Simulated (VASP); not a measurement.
# MgS (Fm-3m) in VASP: a series of runs

Runs on MgS. Level: PBE. Tasks: single point.

Program: VASP 6.6.1. These are calculated values, not measurements. Logs are shortened: lines on timing, memory, paths and dates and some standing lists are left out, and cuts for length are marked.

## 1. The cell of the first run

The structure is cubic, space group Fm-3m (No. 225). The conventional cell has a = 5.012 Å, b = 5.012 Å, c = 5.012 Å, α = 90.00°, β = 90.00°, γ = 90.00°. Within 3.3 Å of Mg (site symmetry m-3m) lie 6 S at 2.51 Å. Within 3.3 Å of S (site symmetry m-3m) lie 6 Mg at 2.51 Å.

## 2. Single point, PBE (15.73 Å³/atom)

Contents of INCAR:

```
  ALGO = Normal
  EDIFF = 1E-6
  ENCUT = 520
  GGA = PE
  ISIF = 2
  ISMEAR = 0
  LASPH = T
  LCHARG = F
  LREAL = F
  LWAVE = F
  NBANDS = 11
  NELM = 100
  PREC = Accurate
  SIGMA = 0.02
```

Contents of KPOINTS:

```
k-points
0
Gamma
  8 8 8
```

Contents of POSCAR:

```
MgS
1.0
    0.0000000000      2.5057761804      2.5057761804
    2.5057761804      0.0000000000      2.5057761804
    2.5057761804      2.5057761804      0.0000000000
Mg S
1 1
Direct
    0.0000000000      0.0000000000      0.0000000000
    0.5000000000      0.5000000000      0.5000000000
```

Potentials or basis: VASP PAW PBE potentials, release 64 (Mg, S).

Launch:

```
$ cat potpaw_PBE.64/Mg/POTCAR potpaw_PBE.64/S/POTCAR > POTCAR
$ mpirun -np 1 vasp_std > vasp.out
```

OUTCAR:

```text
EDIFF = 1E-6
   ENCUT = 520
   GGA = PE
   ISIF = 2
   ISMEAR = 0
   LASPH = T
   LREAL = F
   NELM = 100
   PREC = Accurate

 ion  position               nearest neighbor table
   1  0.000  0.000  0.000-   2 2.51   2 2.51   2 2.51   2 2.51   2 2.51   2 2.51
   2  0.500  0.500  0.500-   1 2.51   1 2.51   1 2.51   1 2.51   1 2.51   1 2.51

  LATTYP: Found a face centered cubic cell.
 ALAT       =     5.0115523608

  Lattice vectors:

 A1 = (   0.0000000000,   2.5057761804,   2.5057761804)
 A2 = (   2.5057761804,   0.0000000000,   2.5057761804)
 A3 = (   2.5057761804,   2.5057761804,   0.0000000000)

Analysis of symmetry for initial positions (statically):
=====================================================================
 Subroutine PRICEL returns:
 Original cell was already a primitive cell.

 Routine SETGRP: Setting up the symmetry group for a
 face centered cubic supercell.

 Subroutine GETGRP returns: Found 48 space group operations
 (whereof 48 operations were pure point group operations)
 out of a pool of 48 trial point group operations.

The static configuration has the point symmetry O_h .

Analysis of symmetry for dynamics (positions and initial velocities):
=====================================================================
 Subroutine PRICEL returns:
 Original cell was already a primitive cell.

 Routine SETGRP: Setting up the symmetry group for a
 face centered cubic supercell.

 Subroutine GETGRP returns: Found 48 space group operations
 (whereof 48 operations were pure point group operations)
 out of a pool of 48 trial point group operations.

The dynamic configuration has the point symmetry O_h .

 Subroutine INISYM returns: Found 48 space group operations
 (whereof 48 operations are pure point group operations),
 and found     1 'primitive' translations

----------------------------------------------------------------------------------------

                                     Primitive cell

  volume of cell :      31.4671

  direct lattice vectors                    reciprocal lattice vectors
     0.000000000  2.505776180  2.505776180    -0.199538971  0.199538971  0.199538971
     2.505776180  0.000000000  2.505776180     0.199538971 -0.199538971  0.199538971
     2.505776180  2.505776180  0.000000000     0.199538971  0.199538971 -0.199538971

  length of vectors
     3.543702659  3.543702659  3.543702659     0.345611635  0.345611635  0.345611635

  position of ions in fractional coordinates (direct lattice)
     0.000000000  0.000000000  0.000000000
[... 88 lines left out ...]
   PSTRESS=    0.0 pullay stress
   NELECT =       8.0000    total number of electrons
   NUPDOWN=      -1.0000    fix difference up-down
   EMIN   =  10.00;   EMAX   =-10.00  energy-range for DOS
   EFERMI =   0.00;   METHOD = LEGACY
   ISMEAR =     0;   SIGMA  =   0.02  broadening in eV -4-tet -1-fermi 0-gaus
   EFERMI_NEDOS =   21; number of points for ismear=-14 and -15
   IALGO  =     38    algorithm
   IMIX   =      4    mixing-type and parameters
     AMIX     =   0.40;   BMIX     =  1.00
     AMIX_MAG =   1.60;   BMIX_MAG =  1.00
  volume/ion in A,a.u.               =      15.73       106.18
  Fermi-wavevector in a.u.,A,eV,Ry     =   1.037097  1.959828 14.634010  1.075569
  Thomas-Fermi vector in A             =   2.171518
   LORBIT       =      0    0 simple, 1 ext, 2 COOP (PROOUT), +10 PAW based schemes
   GGA     = PE    functional components
   LHFCALC =     F    Hartree Fock is set to
   AEXX    =    0.0000 exact exchange contribution
   IVDW    =     0    specifies the selected vdW correction
   LEPSILON=     F    determine dielectric tensor
   LRPA    =     F    only Hartree local field effects (RPA)
 non-spin polarized calculation
 Gauss-broadening in eV      SIGMA  =   0.02
  energy-cutoff  :      520.00
  volume of cell :       31.47
 maximum number of plane-waves:       877
 NGX is ok and might be reduce to    28
   NGX = 13   NGY = 13   NGZ = 13

 number of electron       8.0000001 magnetization

 Free energy of the ion-electron system (eV)
  ---------------------------------------------------
  ext. energy  EPLUGINS =         0.00000000
  ---------------------------------------------------
  free energy    TOTEN  =        -8.36285191 eV

  energy without entropy =       -8.36285191  energy(sigma->0) =       -8.36285191

 E-fermi :   4.8805     XC(G=0): -10.1621

 val. band max:        4.7956262854   @ k =   0.0000   0.0000   0.0000
 cond. band min:       7.8075054629   @ k =   0.5000   0.5000   0.0000
 fundamental gap:      3.0118791775
 Fermi energy:         4.8804691630

 k-point     1 :       0.0000    0.0000    0.0000
  band No.  band energies     occupation
      1      -8.5660      2.00000
      2       4.7956      2.00000
      3       4.7956      2.00000
      4       4.7956      2.00000
      5       9.4628      0.00000
      6      12.6495      0.00000
      7      12.6495      0.00000
      8      12.6495      0.00000
      9      15.2518      0.00000
     10      15.2518      0.00000
     11      17.5793      0.00000
[... 309 lines left out ...]
 k-point    24 :      -0.3750    0.2500    0.1250
  band No.  band energies     occupation
      1      -6.7062      2.00000
      2      -0.0951      2.00000
      3       2.3008      2.00000
      4       3.4274      2.00000
      5      10.6160      0.00000
      6      11.1263      0.00000
      7      13.5673      0.00000
      8      14.7539      0.00000
      9      17.5535      0.00000
     10      19.1358      0.00000
     11      21.0935      0.00000

 [... further k-points ...]

------------------------ aborting loop because EDIFF is reached ----------------------------------------

  FORCE on cell =-STRESS in cart. coord.  units (eV):
  Direction    XX          YY          ZZ          XY          YZ          ZX
  --------------------------------------------------------------------------------------
  -------------------------------------------------------------------------------------
  Total        2.3454433      2.3454433      2.3454433      0.0000000      0.0000000      0.0000000
  in kB      119.4204468    119.4204468    119.4204468      0.0000000      0.0000000      0.0000000
  external PRESSURE =     119.4204468 kB  Pullay stress =       0.0000000 kB

 VOLUME and BASIS-vectors are now :
 -----------------------------------------------------------------------------
  energy-cutoff  :      520.00
  volume of cell :       31.47
      direct lattice vectors                 reciprocal lattice vectors
     0.000000000  2.505776180  2.505776180    -0.199538971  0.199538971  0.199538971
     2.505776180  0.000000000  2.505776180     0.199538971 -0.199538971  0.199538971
     2.505776180  2.505776180  0.000000000     0.199538971  0.199538971 -0.199538971

 POSITION                                       TOTAL-FORCE (eV/Angst)
 -----------------------------------------------------------------------------------
      0.00000      0.00000      0.00000         0.000000      0.000000      0.000000
      2.50578      2.50578      2.50578        -0.000000     -0.000000     -0.000000
 -----------------------------------------------------------------------------------
    total drift:                                0.000000      0.000000      0.000000

  FREE ENERGIE OF THE ION-ELECTRON SYSTEM (eV)
  ---------------------------------------------------
  free  energy   TOTEN  =        -8.3628519134 eV

  energy  without entropy=       -8.3628519134  energy(sigma->0) =       -8.36285191
```

OSZICAR:

```text
N       E                     dE             d eps       ncg     rms          rms(c)
DAV:   1     0.224903150722E+02    0.22490E+02   -0.39098E+03   654   0.614E+02
DAV:   2    -0.737997056835E+01   -0.29870E+02   -0.28036E+02   830   0.102E+02
DAV:   3    -0.872591757849E+01   -0.13459E+01   -0.13438E+01   800   0.224E+01
DAV:   4    -0.873304481559E+01   -0.71272E-02   -0.71267E-02   768   0.193E+00
DAV:   5    -0.873309827892E+01   -0.53463E-04   -0.53463E-04   776   0.166E-01    0.498E+00
DAV:   6    -0.840242114135E+01    0.33068E+00   -0.65246E-01   707   0.335E+00    0.393E+00
DAV:   7    -0.836250040601E+01    0.39921E-01   -0.21730E-01   749   0.209E+00    0.249E+00
DAV:   8    -0.836302078645E+01   -0.52038E-03   -0.11978E-02   701   0.669E-01    0.104E+00
DAV:   9    -0.836283998861E+01    0.18080E-03   -0.57658E-04   731   0.147E-01    0.325E-01
DAV:  10    -0.836285426228E+01   -0.14274E-04   -0.14238E-04   750   0.566E-02    0.300E-02
DAV:  11    -0.836285198968E+01    0.22726E-05   -0.16743E-05   752   0.189E-02    0.160E-02
DAV:  12    -0.836285191343E+01    0.76252E-07   -0.50627E-07   415   0.455E-03
   1 F= -.83628519E+01 E0= -.83628519E+01  d E =-.101114E-11
```

stdout:

```text
POSCAR found type information on POSCAR MgS
 POSCAR found :  2 types and       2 ions
 scaLAPACK will be used
 LDA part: xc-table for (Slater+PW92), standard interpolation
 POSCAR, INCAR and KPOINTS ok, starting setup
 FFT: planning ... GRIDC
 FFT: planning ... GRID_SOFT
 FFT: planning ... GRID
 WAVECAR not read
 entering main loop
```

Wall time 5 s (1 thread of Intel Xeon 6975P-C (Granite Rapids), shared host); peak memory 0.15 GiB.

Results:

```
Free energy            : -8.3629 eV
Pressure               : 11.9 GPa
Band gap on the k mesh : 3.01 eV (least direct gap 4.67 eV)
```

Caveat: the cell stands under pressure. A k mesh can miss the band edges.

## 3. Single point, PBE (16.81 Å³/atom)

This run uses another cell than the first one, of 16.81 Å³/atom.

Contents of INCAR:

```
SYSTEM = MgS
  PREC = Accurate
  ENCUT = 520
  EDIFF = 1E-7
  ISMEAR = 0
  SIGMA = 0.02
  LREAL = .False.
  LASPH = .True.
  NELM = 100
  ALGO = Normal
  ISIF = 2
  LWAVE = .False.
  LCHARG = .False.
  GGA = PE
  NBANDS = 11
```

Contents of KPOINTS:

```
regular mesh
0
Gamma
  8 8 8
  0 0 0
```

Contents of POSCAR:

```
MgS
1.0
    0.0000000000      2.5614782373      2.5614782373
    2.5614782373      0.0000000000      2.5614782373
    2.5614782373      2.5614782373      0.0000000000
Mg S
1 1
Direct
    0.0000000000      0.0000000000      0.0000000000
    0.5000000000      0.5000000000      0.5000000000
```

Potentials or basis: VASP PAW PBE potentials, release 64 (Mg, S).

Launch:

```
$ cat potpaw_PBE.64/Mg/POTCAR potpaw_PBE.64/S/POTCAR > POTCAR
$ mpirun -np 1 vasp_std > vasp.out
```

Run time: 5.1 s. Hardware: 1 thread of Intel Xeon 6975P-C (Granite Rapids), shared host; peak memory 0.15 GiB.

It converged, with:

```
Free energy            : -8.4735 eV
Pressure               : 4.9 GPa
Band gap on the k mesh : 2.88 eV (least direct gap 4.09 eV)
```

Levels at points of the mesh, in eV from the valence-band top:
```tsv
k point	band 2	band 3	band 4	band 5	band 6	band 7
(0.00, 0.00, 0.00)	0.00	0.00	0.00	4.09	7.92	7.92
(0.50, 0.00, 0.00)	-5.08	-0.64	-0.64	4.61	6.96	6.96
(0.50, 0.50, 0.00)	-4.44	-1.79	-1.79	2.88	4.25	12.47
```

Caveat: the cell stands under pressure.

## 4. Single point, PBE (16.27 Å³/atom)

This run uses another cell than the first one, of 16.27 Å³/atom.

INCAR, as its differences from that of step 3:

```diff
@@ -3,3 +3,3 @@
   ENCUT = 520
-  EDIFF = 1E-7
+  EDIFF = 1E-6
   ISMEAR = 0
@@ -8,3 +8,3 @@
   LASPH = .True.
-  NELM = 100
+  NELM = 80
   ALGO = Normal
```

KPOINTS is that of step 3.

Contents of POSCAR:

```
MgS
1.0
    0.0000000000      2.5339333257      2.5339333257
    2.5339333257      0.0000000000      2.5339333257
    2.5339333257      2.5339333257      0.0000000000
Mg S
1 1
Direct
    0.0000000000      0.0000000000      0.0000000000
    0.5000000000      0.5000000000      0.5000000000
```

Potentials or basis: VASP PAW PBE potentials, release 64 (Mg, S).

Launch:

```
$ cat potpaw_PBE.64/Mg/POTCAR potpaw_PBE.64/S/POTCAR > POTCAR
$ mpirun -np 1 vasp_std > vasp.out
```

OUTCAR:

```text
SYSTEM = MgS
   PREC = Accurate
   ENCUT = 520
   EDIFF = 1E-6
   ISMEAR = 0
   LREAL = .False.
   LASPH = .True.
   NELM = 80
   ISIF = 2
   GGA = PE

 ion  position               nearest neighbor table
   1  0.000  0.000  0.000-   2 2.53   2 2.53   2 2.53   2 2.53   2 2.53   2 2.53
   2  0.500  0.500  0.500-   1 2.53   1 2.53   1 2.53   1 2.53   1 2.53   1 2.53

  LATTYP: Found a face centered cubic cell.
 ALAT       =     5.0678666514

  Lattice vectors:

 A1 = (   0.0000000000,   2.5339333257,   2.5339333257)
 A2 = (   2.5339333257,   0.0000000000,   2.5339333257)
 A3 = (   2.5339333257,   2.5339333257,   0.0000000000)

Analysis of symmetry for initial positions (statically):
=====================================================================
 Subroutine PRICEL returns:
 Original cell was already a primitive cell.

 Routine SETGRP: Setting up the symmetry group for a
 face centered cubic supercell.

 Subroutine GETGRP returns: Found 48 space group operations
 (whereof 48 operations were pure point group operations)
 out of a pool of 48 trial point group operations.

The static configuration has the point symmetry O_h .

Analysis of symmetry for dynamics (positions and initial velocities):
=====================================================================
 Subroutine PRICEL returns:
 Original cell was already a primitive cell.

 Routine SETGRP: Setting up the symmetry group for a
 face centered cubic supercell.

 Subroutine GETGRP returns: Found 48 space group operations
 (whereof 48 operations were pure point group operations)
 out of a pool of 48 trial point group operations.

The dynamic configuration has the point symmetry O_h .

 Subroutine INISYM returns: Found 48 space group operations
 (whereof 48 operations are pure point group operations),
 and found     1 'primitive' translations

----------------------------------------------------------------------------------------

                                     Primitive cell

  volume of cell :      32.5398

[... 117 lines left out ...]
   LEPSILON=     F    determine dielectric tensor
   LRPA    =     F    only Hartree local field effects (RPA)
 non-spin polarized calculation
 Gauss-broadening in eV      SIGMA  =   0.02
  energy-cutoff  :      520.00
  volume of cell :       32.54
 maximum number of plane-waves:       893
   NGX = 13   NGY = 13   NGZ = 13

 number of electron       8.0000000 magnetization

 Free energy of the ion-electron system (eV)
  ---------------------------------------------------
  ext. energy  EPLUGINS =         0.00000000
  ---------------------------------------------------
  free energy    TOTEN  =        -8.42996796 eV

  energy without entropy =       -8.42996796  energy(sigma->0) =       -8.42996796

 E-fermi :   4.6122     XC(G=0): -10.0191

 val. band max:        4.4628729319   @ k =   0.0000   0.0000   0.0000
 cond. band min:       7.4063290953   @ k =   0.5000   0.5000   0.0000
 fundamental gap:      2.9434561634
 Fermi energy:         4.6121764976

 k-point     1 :       0.0000    0.0000    0.0000
  band No.  band energies     occupation
      1      -8.6804      2.00000
      2       4.4629      2.00000
      3       4.4629      2.00000
      4       4.4629      2.00000
      5       8.8309      0.00000
      6      12.3534      0.00000
      7      12.3534      0.00000
      8      12.3534      0.00000
      9      14.8918      0.00000
     10      14.8918      0.00000
     11      17.1781      0.00000
[... 309 lines left out ...]
 k-point    24 :      -0.3750    0.2500    0.1250
  band No.  band energies     occupation
      1      -6.9328      2.00000
      2      -0.2449      2.00000
      3       2.0805      2.00000
      4       3.1639      2.00000
      5      10.2158      0.00000
      6      10.7321      0.00000
      7      13.1311      0.00000
      8      14.2654      0.00000
      9      17.0761      0.00000
     10      18.4785      0.00000
     11      20.5340      0.00000

 [... further k-points ...]

------------------------ aborting loop because EDIFF is reached ----------------------------------------

  FORCE on cell =-STRESS in cart. coord.  units (eV):
  Direction    XX          YY          ZZ          XY          YZ          ZX
  --------------------------------------------------------------------------------------
  -------------------------------------------------------------------------------------
  Total        1.6518095      1.6518095      1.6518095      0.0000000      0.0000000     -0.0000000
  in kB       81.3307891     81.3307891     81.3307891      0.0000000      0.0000000     -0.0000000
  external PRESSURE =      81.3307891 kB  Pullay stress =       0.0000000 kB

 VOLUME and BASIS-vectors are now :
 -----------------------------------------------------------------------------
  energy-cutoff  :      520.00
  volume of cell :       32.54
      direct lattice vectors                 reciprocal lattice vectors
     0.000000000  2.533933326  2.533933326    -0.197321688  0.197321688  0.197321688
     2.533933326  0.000000000  2.533933326     0.197321688 -0.197321688  0.197321688
     2.533933326  2.533933326  0.000000000     0.197321688  0.197321688 -0.197321688

 POSITION                                       TOTAL-FORCE (eV/Angst)
 -----------------------------------------------------------------------------------
      0.00000      0.00000      0.00000         0.000000     -0.000000      0.000000
      2.53393      2.53393      2.53393        -0.000000      0.000000     -0.000000
 -----------------------------------------------------------------------------------
    total drift:                                0.000000      0.000000      0.000000

  FREE ENERGIE OF THE ION-ELECTRON SYSTEM (eV)
  ---------------------------------------------------
  free  energy   TOTEN  =        -8.4299679647 eV

  energy  without entropy=       -8.4299679647  energy(sigma->0) =       -8.42996796
```

stdout:

```text
POSCAR found type information on POSCAR MgS
 POSCAR found :  2 types and       2 ions
 scaLAPACK will be used
 LDA part: xc-table for (Slater+PW92), standard interpolation
 POSCAR, INCAR and KPOINTS ok, starting setup
 FFT: planning ... GRIDC
 FFT: planning ... GRID_SOFT
 FFT: planning ... GRID
 WAVECAR not read
 entering main loop
```

Run time: 4.9 s. Hardware: 1 thread of Intel Xeon 6975P-C (Granite Rapids), shared host; peak memory 0.16 GiB.

Results:

| Item | Value |
| --- | --- |
| Free energy | -8.4300 eV |
| Pressure | 8.1 GPa |
| Band gap on the k mesh | 2.94 eV (least direct gap 4.37 eV) |

Caveat: the cell stands under pressure.

## 5. Single point, PBE

This run uses another cell than the first one, of 17.88 Å³/atom.

Contents of INCAR:

```
ALGO = Normal ; EDIFF = 1E-6
ENCUT = 520 ; GGA = PE
ISIF = 2 ; ISMEAR = 0
LASPH = T ; LCHARG = F
LREAL = F ; LWAVE = F
NBANDS = 11 ; NELM = 60
PREC = Accurate ; SIGMA = 0.02
```

Contents of KPOINTS:

```
k-points
0
Gamma
  8 8 8
```

Contents of POSCAR:

```
MgS
1.0
    0.0000000000      2.6148576572      2.6148576572
    2.6148576572      0.0000000000      2.6148576572
    2.6148576572      2.6148576572      0.0000000000
Mg S
1 1
Direct
    0.0000000000      0.0000000000      0.0000000000
    0.5000000000      0.5000000000      0.5000000000
```

Launch:

```
$ cat potpaw_PBE.64/Mg/POTCAR potpaw_PBE.64/S/POTCAR > POTCAR
$ mpirun -np 1 vasp_std > vasp.out
```

Run time: 5 s. Hardware: 1 thread of Intel Xeon 6975P-C (Granite Rapids), shared host; peak memory 0.16 GiB.

It converged, with:

```
Free energy            : -8.5029 eV
Pressure               : -0.3 GPa
Band gap on the k mesh : 2.74 eV (least direct gap 3.59 eV)
```

Levels at points of the mesh, in eV from the valence-band top:
| k point | band 2 | band 3 | band 4 | band 5 | band 6 | band 7 |
| --- | --- | --- | --- | --- | --- | --- |
| (0.00, 0.00, 0.00) | 0.00 | 0.00 | 0.00 | 3.59 | 7.96 | 7.96 |
| (0.50, 0.00, 0.00) | -4.75 | -0.57 | -0.57 | 4.53 | 6.89 | 6.89 |
| (0.50, 0.50, 0.00) | -4.11 | -1.65 | -1.65 | 2.74 | 4.44 | 11.85 |

## 6. The runs side by side

| cell | gap on the mesh (eV) | pressure (GPa) |
| --- | --- | --- |
| a = 3.544 Å, angles 60.0°, 2 atoms | 3.01 | 11.9 |
| a = 3.622 Å, angles 60.0°, 2 atoms | 2.88 | 4.9 |
| a = 3.584 Å, angles 60.0°, 2 atoms | 2.94 | 8.1 |
| a = 3.698 Å, angles 60.0°, 2 atoms | 2.74 | -0.3 |

Alike in all rows: task single point; level PBE; potentials or basis VASP PAW PBE potentials, release 64 (Mg, S); no spin polarisation; k mesh 8 × 8 × 8; cutoff (eV) 520; smearing gaussian 0.02 eV.

Caveats: the cell stands under pressure (at least some runs).

Total energies depend on the potentials used, so only differences within one code and one set of settings carry meaning.
